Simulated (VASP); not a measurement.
Wanted: the native input for a VASP 6.6.1 run.

```
Task                   : single point
Functional             : PBE
Potentials or basis    : VASP PAW PBE potentials, release 64 (Eu)
Cutoff                 : 520 eV
k mesh                 : 8 × 8 × 8
Occupations            : fermi-dirac, width 0.05 eV
Spin                   : collinear spin, ferromagnetic start
Starting moments       : [7.0] μB
Dipole correction      : no
Further INCAR settings : ALGO = Normal; EDIFF = 1e-07; NBANDS = 18
```

The structure of Eu lies in POSCAR:

```
Eu
1.0
   -2.2875431584      2.2875431584      2.2875431584
    2.2875431584     -2.2875431584      2.2875431584
    2.2875431584      2.2875431584     -2.2875431584
Eu
1
Direct
    0.0000000000      0.0000000000      0.0000000000
```

The input as run:

INCAR

```
SYSTEM = Eu
ALGO = Normal ; EDIFF = 1E-7
ENCUT = 520 ; GGA = PE
ISIF = 2 ; ISMEAR = -1
ISPIN = 2 ; LASPH = .True.
LCHARG = .False. ; LMAXMIX = 6
LORBIT = 11 ; LREAL = .False.
LWAVE = .False. ; MAGMOM = 7
NBANDS = 18 ; NELM = 150
PREC = Accurate ; SIGMA = 0.05
```

KPOINTS

```
k-points
0
Gamma
  8 8 8
  0 0 0
```

Potentials or basis: VASP PAW PBE potentials, release 64 (Eu).

Launch:

```sh
$ cat potpaw_PBE.64/Eu/POTCAR > POTCAR
$ mpirun -np 1 vasp_std > vasp.out
```

Results of the run:

| Quantity | Value |
| --- | --- |
| Pressure | -1.7 GPa |
| Net moment | 7.35 μB per cell |
| Site moments | Eu +6.70 μB |
| Valence electrons inside the program's atomic spheres | Eu 14.72 |

Run time: 2.5 min on 1 thread of Intel Xeon 8259CL, on a shared host, peak memory 0.22 GiB.
